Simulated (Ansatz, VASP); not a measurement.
PbS: VASP beside Ansatz

Contents of INCAR:

```
SYSTEM = PbS
ALGO     = Normal         ! electronic algorithm
EDIFF    = 1E-8           ! SCF threshold, eV
ENCUT    = 520            ! plane-wave cutoff, eV
GGA      = PE             ! functional
ISIF     = 2              ! what is computed and relaxed
ISMEAR   = -1             ! smearing method
LASPH    = .TRUE.         ! aspherical terms in the spheres
LCHARG   = .FALSE.        ! write CHGCAR
LEFG     = .TRUE.       
LREAL    = .FALSE.        ! projectors in reciprocal space
LWAVE    = .FALSE.        ! write WAVECAR
NBANDS   = 17             ! bands
NELM     = 100            ! most SCF steps
PREC     = Accurate       ! precision mode
SIGMA    = 0.01           ! smearing width, eV
```

The input KPOINTS:

```
k-points
0
G
  8 8 8
  0 0 0
```

Contents of POSCAR:

```
PbS
1.0
    0.0000000000      2.9946500000      2.9650000000
    2.9946500000      0.0000000000      2.9650000000
    2.9946500000      2.9946500000      0.0000000000
Pb S
1 1
Direct
    0.0000000000      0.0000000000      0.0000000000
    0.5000000000      0.5000000000      0.5000000000
```

Input for Ansatz:

```yaml
crystal:
  lattice:
    - [0.0, 2.99465, 2.965]
    - [2.99465, 0.0, 2.965]
    - [2.99465, 2.99465, 0.0]
  atoms:
    - { symbol: Pb, position: [0.0, 0.0, 0.0] }
    - { symbol: S, position: [0.5, 0.5, 0.5] }
kpoints:
  mp_grid: { grid: [8, 8, 8] }
scf:
  occupations: { method: fermi_dirac, width: 0.01 }
hamiltonian:
  xc: pbe
  pseudopotentials: { kind: all_electron, datasets: crystal }
output:
  forces: true
  stress: true
  eigenvalues: true
  efg: { contact_densities: true }
```

Change from the starting cell: equal xx and yy strain of +1 %, crystal datasets.

Alike in both runs: task electric field gradients; functional PBE; k mesh 8 × 8 × 8; occupations fermi-dirac, width 0.01 eV; no spin polarisation.

```csv
,VASP,Ansatz
version,VASP 6.6.1,Ansatz 0.2.0
potentials or method,"VASP PAW PBE potentials, release 64 (Pb_d, S), cutoff 520 eV","all-electron PAW with datasets made for the crystal, scalar-relativistic"
```

Ansatz gave:

* gap on the k mesh at the Fermi level (eV): 0.42
* pressure (GPa): 1.1
* traceless stress, the component that is largest in VASP (GPa): 0.81
* size of Vzz on the site where it differs most (V/Å²): 31.9

Q: Estimate VASP's values.

A: gap on the k mesh at the Fermi level (eV): 0.43; pressure (GPa): 1.0; traceless stress, the component that is largest in VASP (GPa): 0.81; size of Vzz on the site where it differs most (V/Å²): 28.9.

Ansatz ran all-electron here, and VASP with PAW potentials.

Neither program's run includes spin-orbit coupling.
